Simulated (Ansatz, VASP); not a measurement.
# La2O: VASP beside Ansatz

```
CELL_PARAMETERS angstrom
3.67755 0.00000 0.00000
0.00000 3.67755 0.00000
0.00000 0.00000 5.15036
ATOMIC_POSITIONS crystal
La 0.50000 0.50000 0.50000
La 0.00000 0.00000 0.00000
O 0.00000 0.00000 0.50000
```

Alike in both runs: functional PBE; k mesh 10 × 10 × 8; occupations gaussian, width 0.1 eV; no spin polarisation.

Ansatz relaxed the structure, and its values are those at the end. VASP's run is a single point on that final structure, the one shown.

|  | VASP | Ansatz |
| --- | --- | --- |
| version | VASP 6.6.1 | Ansatz 0.2.0 |
| potentials or method | VASP PAW PBE potentials, release 64 (La, O), cutoff 520 eV | scalar-relativistic, plane waves, PAW |
| valence electrons in the cell | 28 | 28 |

```tsv
	VASP	Ansatz	Ansatz less VASP
gap on the k mesh at the Fermi level (eV)	none	none	-
pressure (GPa)	-0.1	0.0	+0.08
```

A gap of «none» marks a metal or a gap that the smearing closes.

Neither program's run includes spin-orbit coupling.
